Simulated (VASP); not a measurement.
# WSe2 in VASP: further runs

The runs below take WSe2 through relaxation of cell and atoms, single point, with PBE+D3(BJ).

All numbers are computed with VASP 6.6.1; they aren't measurements. Logs are shortened: lines on timing, memory, paths and dates and some standing lists are left out, and cuts for length are marked.

## (1) The cell of the first run

The cell holds a slab with vacuum, 3 atoms: a = 3.318 Å, b = 3.318 Å, c = 16.658 Å, α = 90.00°, β = 90.00°, γ = 120.00°.

## (2) Relaxation of cell and atoms, PBE+D3(BJ)

File INCAR:

```
ALGO = Normal ; EDIFF = 1E-6
EDIFFG = -0.005 ; ENCUT = 600
GGA = PE ; IBRION = 2
ISIF = 3 ; ISMEAR = 0
IVDW = 12 ; LASPH = T
LCHARG = F ; LREAL = F
LWAVE = F ; NELM = 80
NSW = 100 ; PREC = Accurate
SIGMA = 0.02
```

File KPOINTS:

```
k-points
0
Gamma
  12 12 2
```

File POSCAR:

```
WSe2
1.0
    3.3179375931      0.0000000000      0.0000000000
   -1.6589687966      2.8734182438      0.0000000000
    0.0000000000      0.0000000000     16.6581424200
W Se
1 2
Direct
    0.0000000000      0.0000000000      0.0000000000
    0.3333333300      0.6666666700      0.0997865200
    0.3333333300      0.6666666700      0.9002134800
```

Potentials or basis: VASP PAW PBE potentials, release 64 (W_sv, Se).

The run is started by

```
cat potpaw_PBE.64/W_sv/POTCAR potpaw_PBE.64/Se/POTCAR > POTCAR
mpirun -np 1 vasp_std > vasp.out
```

OUTCAR:

```text
EDIFF = 1E-6
   EDIFFG = -0.005
   ENCUT = 600
   GGA = PE
   IBRION = 2
   ISIF = 3
   ISMEAR = 0
   IVDW = 12
   LASPH = T
   LREAL = F
   NELM = 80
   NSW = 100
   PREC = Accurate
 IVDW          = 12

 ion  position               nearest neighbor table
   1  0.000  0.000  0.000-   2 2.54   3 2.54   2 2.54   3 2.54   2 2.54   3 2.54
   2  0.333  0.667  0.100-   1 2.54   1 2.54   1 2.54
   3  0.333  0.667  0.900-   1 2.54   1 2.54   1 2.54

  LATTYP: Found a hexagonal cell.
 ALAT       =     3.3179375931
 C/A-ratio  =     5.0206316281

  Lattice vectors:

 A1 = (   3.3179375931,   0.0000000000,   0.0000000000)
 A2 = (  -1.6589687966,   2.8734182438,   0.0000000000)
 A3 = (   0.0000000000,   0.0000000000,  16.6581424200)

Analysis of symmetry for initial positions (statically):
=====================================================================
 Subroutine PRICEL returns:
 Original cell was already a primitive cell.

 Routine SETGRP: Setting up the symmetry group for a
 hexagonal supercell.

 Subroutine GETGRP returns: Found 12 space group operations
 (whereof 12 operations were pure point group operations)
 out of a pool of 24 trial point group operations.

The static configuration has the point symmetry D_3h.

Analysis of symmetry for dynamics (positions and initial velocities):
=====================================================================
 Subroutine PRICEL returns:
 Original cell was already a primitive cell.

 Routine SETGRP: Setting up the symmetry group for a
 hexagonal supercell.

 Subroutine GETGRP returns: Found 12 space group operations
 (whereof 12 operations were pure point group operations)
 out of a pool of 24 trial point group operations.

The dynamic configuration has the point symmetry D_3h.

 Subroutine INISYM returns: Found 12 space group operations
 (whereof 12 operations are pure point group operations),
 and found     1 'primitive' translations

----------------------------------------------------------------------------------------

                                     Primitive cell

  volume of cell :     158.8158

  direct lattice vectors                    reciprocal lattice vectors
     3.317937593  0.000000000  0.000000000     0.301392046  0.174008779  0.000000000
    -1.658968797  2.873418244  0.000000000     0.000000000  0.348017558  0.000000000
     0.000000000  0.000000000 16.658142420     0.000000000  0.000000000  0.060030703

  length of vectors
     3.317937593  3.317937593 16.658142420     0.348017558  0.348017558  0.060030703

  position of ions in fractional coordinates (direct lattice)
     0.000000000  0.000000000  0.000000000
     0.333333330  0.666666670  0.099786520
     0.333333330  0.666666670  0.900213480

  ion indices of the primitive-cell ions
[... 65 lines left out ...]
   NGXF,Y,Z  is equivalent  to a cutoff of  28.06, 28.06, 27.94 a.u.
 SYSTEM =  unknown system
   PREC   = accura    normal or accurate (medium, high low for compatibility)
   ISTART =      0    job   : 0-new  1-cont  2-samecut
   ICHARG =      2    charge: 1-file 2-atom 10-const
   ISPIN  =      1    spin polarized calculation?
   LNONCOLLINEAR =      F non collinear calculations
   LSORBIT =      F    spin-orbit coupling
   LASPH  =      T    aspherical Exc in radial PAW
   ENCUT  =  600.0 eV  44.10 Ry    6.64 a.u.   6.63  6.63 33.27*2*pi/ulx,y,z
   NELM   =     80;   NELMIN=  2; NELMDL= -5     # of ELM steps
   EDIFF  = 0.1E-05   stopping-criterion for ELM
   LREAL  =      F    real-space projection
   EDIFFG = -.5E-02   stopping-criterion for IOM
   NSW    =    100    number of steps for IOM
   IBRION =      2    ionic relax: 0-MD 1-quasi-New 2-CG
   NFREE  =      1    steps in history (QN), initial steepest desc. (CG)
   ISIF   =      3    stress and relaxation
   ISYM   =      2    0-nonsym 1-usesym 2-fastsym
   POTIM  = 0.5000    time-step for ionic-motion
   TEBEG  =    0.0;   TEEND  =   0.0 temperature during run
   PSTRESS=    0.0 pullay stress
   NELECT =      26.0000    total number of electrons
   NUPDOWN=      -1.0000    fix difference up-down
   EMIN   =  10.00;   EMAX   =-10.00  energy-range for DOS
   EFERMI =   0.00;   METHOD = LEGACY
   ISMEAR =     0;   SIGMA  =   0.02  broadening in eV -4-tet -1-fermi 0-gaus
   EFERMI_NEDOS =   21; number of points for ismear=-14 and -15
   IALGO  =     38    algorithm
   IMIX   =      4    mixing-type and parameters
     AMIX     =   0.40;   BMIX     =  1.00
     AMIX_MAG =   1.60;   BMIX_MAG =  1.00
  volume/ion in A,a.u.               =      52.94       357.25
  Fermi-wavevector in a.u.,A,eV,Ry     =   0.895574  1.692389 10.912587  0.802053
  Thomas-Fermi vector in A             =   2.017923
   LORBIT       =      0    0 simple, 1 ext, 2 COOP (PROOUT), +10 PAW based schemes
   GGA     = PE    functional components
   LHFCALC =     F    Hartree Fock is set to
   AEXX    =    0.0000 exact exchange contribution
   IVDW    =    12    specifies the selected vdW correction
   LEPSILON=     F    determine dielectric tensor
   LRPA    =     F    only Hartree local field effects (RPA)
 conjugate gradient relaxation of ions
 non-spin polarized calculation
 Gauss-broadening in eV      SIGMA  =   0.02
  energy-cutoff  :      600.00
  volume of cell :      158.82
 maximum number of plane-waves:      5382
 NGX is ok and might be reduce to    28
   NGX = 13   NGY = 13   NGZ = 67

--------------------------------------- Ionic step        1  -------------------------------------------

 number of electron      25.9999999 magnetization

 Free energy of the ion-electron system (eV)
  ---------------------------------------------------
  ext. energy  EPLUGINS =         0.00000000
  ---------------------------------------------------
  free energy    TOTEN  =       -21.61709386 eV

  energy without entropy =      -21.61709386  energy(sigma->0) =      -21.61709386

------------------------ aborting loop because EDIFF is reached ----------------------------------------

 Edisp (eV)   -0.99979

 E8    (eV) :    -0.4736
[... 155 lines left out ...]
--------------------------------------- Ionic step        5  -------------------------------------------

 number of electron      26.0000001 magnetization

 Free energy of the ion-electron system (eV)
  ---------------------------------------------------
  ext. energy  EPLUGINS =         0.00000000
  ---------------------------------------------------
  free energy    TOTEN  =       -21.61341626 eV

  energy without entropy =      -21.61341626  energy(sigma->0) =      -21.61341626

 E-fermi :  -0.7021     XC(G=0):  -4.8174

 val. band max:       -0.7986920383   @ k =   0.3333   0.3333   0.0000
 cond. band min:       0.8492957375   @ k =   0.1667   0.1667   0.0000
 fundamental gap:      1.6479877758
 Fermi energy:        -0.7020797443

 k-point     1 :       0.0000    0.0000    0.0000
  band No.  band energies     occupation
      1     -74.8437      2.00000
      2     -39.0866      2.00000
      3     -38.9543      2.00000
      4     -38.9543      2.00000
      5     -15.5961      2.00000
      6     -14.3607      2.00000
[... 457 lines left out ...]
      4     -38.9956      2.00000
      5     -14.2153      2.00000
      6     -13.6678      2.00000
[... 9 lines left out ...]
     16       2.4284      0.00000
     17       3.4264      0.00000

 [... further k-points ...]

------------------------ aborting loop because EDIFF is reached ----------------------------------------

 Edisp (eV)   -1.01365

 E8    (eV) :    -0.4801
[... 26 lines left out ...]
  FREE ENERGIE OF THE ION-ELECTRON SYSTEM (eV)
  ---------------------------------------------------
  free  energy   TOTEN  =       -22.6270681920 eV

  energy  without entropy=      -22.6270681920  energy(sigma->0) =      -22.62706819

 reached required accuracy - stopping structural energy minimisation
```

OSZICAR:

```text
N       E                     dE             d eps       ncg     rms          rms(c)
DAV:   1     0.180641892095E+03    0.18064E+03   -0.13009E+04  1588   0.143E+03
[... 67 lines left out ...]
DAV:   1    -0.216289520956E+02   -0.26869E-01   -0.41461E-01  1362   0.698E+00    0.139E+00
DAV:   2    -0.216169985673E+02    0.11954E-01   -0.66890E-02  1362   0.215E+00    0.313E-01
DAV:   3    -0.216141077146E+02    0.28909E-02   -0.16763E-02  1452   0.656E-01    0.161E-01
DAV:   4    -0.216134754059E+02    0.63231E-03   -0.29034E-03  1446   0.422E-01    0.110E-01
DAV:   5    -0.216134325689E+02    0.42837E-04   -0.29030E-04  1692   0.138E-01    0.827E-02
DAV:   6    -0.216134162252E+02    0.16344E-04   -0.11213E-04  1600   0.666E-02    0.122E-02
DAV:   7    -0.216134162556E+02   -0.30377E-07   -0.92982E-06  1466   0.271E-02
   5 F= -.22627068E+02 E0= -.22627068E+02  d E =-.839065E-03
```

CONTCAR:

```text
WSe2
   1.00000000000000
     3.2872822041059053    0.0000000000005311    0.0000000000000000
    -1.6436411021020307    2.8468698981678444   -0.0000000000000000
     0.0000000000000000    0.0000000000000000   16.8117745213987888
  W               Se
     1     2
Direct
     0.0000000000000000    0.0000000000000000    1.0000000000000000
     0.3333333300000021    0.6666666699999979    0.1003142720078183
     0.3333333300000021    0.6666666699999979    0.8996857279921817

  0.00000000E+00  0.00000000E+00  0.00000000E+00
  0.00000000E+00  0.00000000E+00  0.00000000E+00
  0.00000000E+00  0.00000000E+00  0.00000000E+00
```

Wall time 20 min (1 thread of Intel Xeon 8259CL, shared host); peak memory 0.44 GiB.

What came out:

```
Free energy                           : -22.6271 eV
Relaxed cell                          : a = 3.287 Å, b = 3.287 Å, c = 16.812 Å, α = 90.00°, β = 90.00°, γ = 120.00°
Space group after relaxing (to 0.1 Å) : P-6m2 (No. 187)
Energy gained by relaxing             : 3.4 meV/atom
Ionic steps                           : 5
Largest force after relaxing          : 0.005 eV/Å
Band gap on the k mesh                : 1.65 eV (least direct gap 1.67 eV)
Dispersion energy per atom            : -0.338 eV
```

Forces in eV/Å, atoms in the order of the input:
```
W    0.000  0.000  0.000
Se   0.000  0.000  0.005
Se   0.000  0.000 -0.005
```

The path:
| step | energy change (eV) | largest force (eV/Å) | pressure (GPa) | volume (Å³) |
| --- | --- | --- | --- | --- |
| 1 | 0.0000 | 0.2291 | -0.10 | 158.82 |
| 2 | -0.0090 | 0.1323 | -0.33 | 158.06 |
| 3 | -0.0093 | 0.0747 | -0.29 | 158.19 |
| 4 | -0.0078 | 0.1398 | 0.51 | 155.91 |
| 5 | -0.0102 | 0.0048 | 0.00 | 157.33 |

Final structure:
```
W Se
1.0
     3.28728    0.00000    0.00000
    -1.64364    2.84687    0.00000
     0.00000    0.00000   16.81177
W Se
1 2
Direct
  0.00000 0.00000 0.00000
  0.33333 0.66667 0.10031
  0.33333 0.66667 0.89969
```

Caveat: spin-orbit coupling is left out, which moves the levels of the heavy elements.

(Continued in part 2 of 2.)
